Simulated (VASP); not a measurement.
Input of a VASP 6.6.1 run:

File INCAR:

```
SYSTEM = In3Sb2As
PREC = Accurate ; ENCUT = 600
EDIFF = 1E-6 ; ISMEAR = 0
SIGMA = 0.1 ; LREAL = .False.
LASPH = .True. ; NELM = 100
ALGO = Normal ; ISIF = 3
LWAVE = .False. ; LCHARG = .False.
GGA = PE ; IBRION = 2
NSW = 100 ; EDIFFG = -0.01
```

KPOINTS

```
regular mesh
0
Gamma
  6 6 6
  0 0 0
```

Contents of POSCAR:

```
In3Sb2As
1.0
    5.5021282992      0.0000000000      0.0000000000
   -2.7510641496      4.7649828820      0.0000000000
    0.0000000000      0.0000000000      6.0647157510
In Sb As
3 2 1
Direct
    0.3333333333      0.6666666667      0.5000000000
    0.6666666667      0.3333333333      0.5000000000
    0.0000000000      0.0000000000      0.0000000000
    0.3333333333      0.6666666667      0.0000000000
    0.6666666667      0.3333333333      0.0000000000
    0.0000000000      0.0000000000      0.5000000000
```

Potentials or basis: VASP PAW PBE potentials, release 64 (In_d, Sb, As).

Command:

```bash
$ cat potpaw_PBE.64/In_d/POTCAR potpaw_PBE.64/Sb/POTCAR potpaw_PBE.64/As/POTCAR > POTCAR
$ mpirun -np 1 vasp_std > vasp.out
```

(1) Estimate the relaxed volume.

(2) Estimate the band gap on the k mesh.

Answers

(1) 26.77 Å³/atom.

(2) zero (bands 27 and 28 overlap by 2.45 eV).

Caveat: spin-orbit coupling is left out, which moves the levels of the heavy elements.
